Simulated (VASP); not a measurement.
Set up this calculation in VASP 6.6.1, as the native input.

```
Task                   : single point
Functional             : r2SCAN
Potentials or basis    : VASP PAW PBE potentials, release 64 (Co)
Cutoff                 : 520 eV
k mesh                 : 10 × 10 × 15
Occupations            : fermi-dirac, width 0.05 eV
Spin                   : collinear spin, ferromagnetic start
Starting moments       : [1.847, 1.93, 1.93] μB
Dipole correction      : no
Further INCAR settings : ALGO = Normal; EDIFF = 1e-07; NBANDS = 24
```

Crystal: Co.

```
CELL_PARAMETERS angstrom
4.09063 0.00000 0.00000
-2.04532 3.54259 0.00000
0.00000 0.00000 2.50268
ATOMIC_POSITIONS crystal
Co 0.00000 0.00000 0.00000
Co 0.33333 0.66667 0.50000
Co 0.66667 0.33333 0.50000
```

This isn't the form of Co at room conditions, which is hcp.

The input as run:

POSCAR

```
Co
1.0
    4.0906311416      0.0000000000      0.0000000000
   -2.0453155708      3.5425904861      0.0000000000
    0.0000000000      0.0000000000      2.5026799211
Co
3
Direct
    0.0000000000      0.0000000000      0.0000000000
    0.3333333333      0.6666666667      0.5000000000
    0.6666666667      0.3333333333      0.5000000000
```

INCAR.step1

```
  PREC = Accurate
  ENCUT = 520
  ISMEAR = -1
  SIGMA = 0.05
  LREAL = False
  LASPH = True
  NELM = 150
  ISPIN = 2
  MAGMOM = 1.847 1.93 1.93
  LMAXMIX = 4
  NBANDS = 24
  GGA = PE
  ALGO = Normal
  EDIFF = 1E-4
  LWAVE = True
  LCHARG = False
```

INCAR.step2

```
  PREC = Accurate
  ENCUT = 520
  EDIFF = 1E-7
  ISMEAR = -1
  SIGMA = 0.05
  LREAL = False
  LASPH = True
  NELM = 150
  ALGO = Normal
  ISIF = 2
  LWAVE = False
  LCHARG = True
  ISPIN = 2
  MAGMOM = 1.847 1.93 1.93
  LORBIT = 11
  LMAXMIX = 4
  METAGGA = R2SCAN
  LMIXTAU = True
  LELF = True
  LVHAR = True
  NBANDS = 24
  ISTART = 1
```

KPOINTS

```
regular mesh
0
Gamma
  10 10 15
```

Potentials or basis: VASP PAW PBE potentials, release 64 (Co).

The run is started by

```console
$ cat potpaw_PBE.64/Co/POTCAR > POTCAR
$ cp INCAR.step1 INCAR
$ mpirun -np 1 vasp_std > vasp.out
$ cp INCAR.step2 INCAR
$ mpirun -np 1 vasp_std > vasp.out
```

Results of the run:

The pressure is -18.7 GPa, the net moment is 5.55 μB per cell and the site moments are Co +1.92, +1.95 (each value once) μB. The valence electrons inside the program's atomic spheres are Co 8.07, 8.14 (each value once).

Caveat: the cell stands under tension; the PAW data sets were made with another functional, which shifts forces and pressure a little.

Run time: 25 min on 1 thread of Oxide Virtual Turin-like Processor (shared host), peak memory 0.23 GiB.
